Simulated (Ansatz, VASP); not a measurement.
## Ti3Al in VASP and in Ansatz

```
Ti Al
1.0
     2.73257    0.00000    0.00000
    -1.36628    2.36647    0.00000
     0.00000    0.00000   10.32884
Ti Al
3 1
Direct
  0.66667 0.33333 0.00000
  0.33333 0.66667 0.75046
  0.33333 0.66667 0.24954
  0.66667 0.33333 0.50000
```

Alike in both runs: task single point; functional PBE; k mesh 18 × 18 × 6; occupations gaussian, width 0.15 eV; no spin polarisation.

|  | VASP | Ansatz |
| --- | --- | --- |
| version | VASP 6.6.1 | Ansatz 0.2.0 |
| potentials or method | VASP PAW PBE potentials, release 64 (Ti_sv, Al), cutoff 520 eV | scalar-relativistic, plane waves, PAW |
| valence electrons in the cell | 39 | 39 |

Ansatz gave:

| Quantity | Value |
| --- | --- |
| gap on the k mesh at the Fermi level (eV) | none |
| pressure (GPa) | 3.1 |
| traceless stress, the component that is largest in VASP (GPa) | -13.45 |
| rms of the force components (eV/Å) | 0.221 |

Estimate VASP's values.

gap on the k mesh at the Fermi level (eV): none; pressure (GPa): 2.8; traceless stress, the component that is largest in VASP (GPa): -13.35; rms of the force components (eV/Å): 0.218.

Atom by atom the forces differ by 0.003 eV/Å (rms over components). A gap of «none» marks a metal or a gap that the smearing closes.
